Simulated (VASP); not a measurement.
Set up this calculation in VASP 6.6.1, as the native input.

| Item | Value |
| --- | --- |
| Task | single point |
| Functional | r2SCAN |
| Potentials or basis | VASP PAW PBE potentials, release 64 (Pb_d, Te) |
| Cutoff | 520 eV |
| k mesh | 8 × 8 × 8 |
| Occupations | gaussian, width 0.01 eV |
| Spin | no spin polarisation |
| Dipole correction | no |
| Further INCAR settings | ALGO = Normal; EDIFF = 1e-06; NBANDS = 17 |

TePb:

```
Pb Te
1.0
     0.04393    3.27909    3.27909
     3.27909    0.04393    3.27909
     3.27909    3.27909    0.04393
Pb Te
1 1
Direct
  0.00000 0.00000 0.00000
  0.50000 0.50000 0.50000
```

This cell differs from its parent crystal: epitaxial 111 strain -1.0%.

These files were run (other wordings do the same):

POSCAR

```
TePb
1.0
    0.0439304361      3.2790893661      3.2790893661
    3.2790893661      0.0439304361      3.2790893661
    3.2790893661      3.2790893661      0.0439304361
Pb Te
1 1
Direct
    0.0000000000      0.0000000000      0.0000000000
    0.5000000000      0.5000000000      0.5000000000
```

INCAR.step1

```
ALGO     = Normal         # electronic algorithm
EDIFF    = 1E-4           # SCF threshold, eV
ENCUT    = 520            # plane-wave cutoff, eV
GGA      = PE             # functional
ISMEAR   = 0              # smearing method
LASPH    = T              # aspherical terms in the spheres
LCHARG   = F              # write CHGCAR
LREAL    = F              # projectors in reciprocal space
LWAVE    = T              # write WAVECAR
NBANDS   = 17             # bands
NELM     = 60             # most SCF steps
PREC     = Accurate       # precision mode
SIGMA    = 0.01           # smearing width, eV
```

INCAR.step2

```
ALGO     = Normal         # electronic algorithm
EDIFF    = 1E-6           # SCF threshold, eV
ENCUT    = 520            # plane-wave cutoff, eV
ISIF     = 2              # what is computed and relaxed
ISMEAR   = 0              # smearing method
ISTART   = 1            
LASPH    = T              # aspherical terms in the spheres
LCHARG   = T              # write CHGCAR
LELF     = T              # ELF
LMIXTAU  = T            
LREAL    = F              # projectors in reciprocal space
LVHAR    = T            
LWAVE    = F              # write WAVECAR
METAGGA  = R2SCAN         # meta-GGA
NBANDS   = 17             # bands
NELM     = 60             # most SCF steps
PREC     = Accurate       # precision mode
SIGMA    = 0.01           # smearing width, eV
```

KPOINTS

```
k-points
0
Gamma
  8 8 8
```

Potentials or basis: VASP PAW PBE potentials, release 64 (Pb_d, Te).

Command:

```bash
$ cat potpaw_PBE.64/Pb_d/POTCAR potpaw_PBE.64/Te/POTCAR > POTCAR
$ cp INCAR.step1 INCAR
$ mpirun -np 1 vasp_std > vasp.out
$ cp INCAR.step2 INCAR
$ mpirun -np 1 vasp_std > vasp.out
```

It gave:

- Pressure: 0.4 GPa
- Band gap on the k mesh: 0.93 eV, indirect (least direct gap 1.05 eV)

Caveat: the cell differs from its parent crystal (epitaxial 111 strain -1.0%); the PAW data sets were made with another functional, which shifts forces and pressure a little; spin-orbit coupling is left out, which moves the levels of the heavy elements.

Wall time 100 s on 1 thread of Intel(R) Xeon(R) 6975P-C (Granite Rapids), on a shared host, peak memory 0.26 GiB.
